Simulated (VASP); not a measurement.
Runs of VASP 6.6.1 on BN. The structure is that of space group P6_3/mmc (No. 194), or close to it. The cells are those of the table. 

| cell | gap on the mesh (eV) | pressure (GPa) | largest force (eV/Å) |
| --- | --- | --- | --- |
| a = 2.397, b = 2.466, c = 6.495 Å, angles 90.0, 90.0, 119.1°, 4 atoms | 3.95 | 16.1 | - |
| a = 2.397, b = 2.466, c = 6.734 Å, angles 90.0, 90.0, 119.1°, 4 atoms | 4.04 | 15.2 | - |
| a = 2.580, b = 2.511, c = 6.495 Å, angles 90.0, 90.0, 120.9°, 4 atoms | 3.86 | -12.0 | 0.01 |
| a = 2.580, b = 2.511, c = 6.257 Å, angles 90.0, 90.0, 120.9°, 4 atoms | 3.79 | -12.0 | - |
| a = 2.488, b = 2.488, c = 6.257 Å, angles 90.0, 90.0, 120.0°, 4 atoms | (a) | (b) | - |
| a = 2.580, b = 2.511, c = 6.019 Å, angles 90.0, 90.0, 120.9°, 4 atoms | 3.78 | -11.6 | 0.01 |
| a = 2.488, b = 2.488, c = 6.971 Å, angles 90.0, 90.0, 120.0°, 4 atoms | (c) | 0.1 | - |
| a = 2.488, b = 2.488, c = 6.019 Å, angles 90.0, 90.0, 120.0°, 4 atoms | 3.92 | 2.0 | - |

Alike in all rows: task single point; level LDA; potentials or basis VASP PAW LDA potentials, release 64 (B, N); no spin polarisation; k mesh 12 × 12 × 4; cutoff (eV) 520; smearing gaussian 0.05 eV.

Task: Estimate the missing entries.

Result: (a) 3.97; (b) 1.2; (c) 4.18.

A k mesh can miss the band edges.
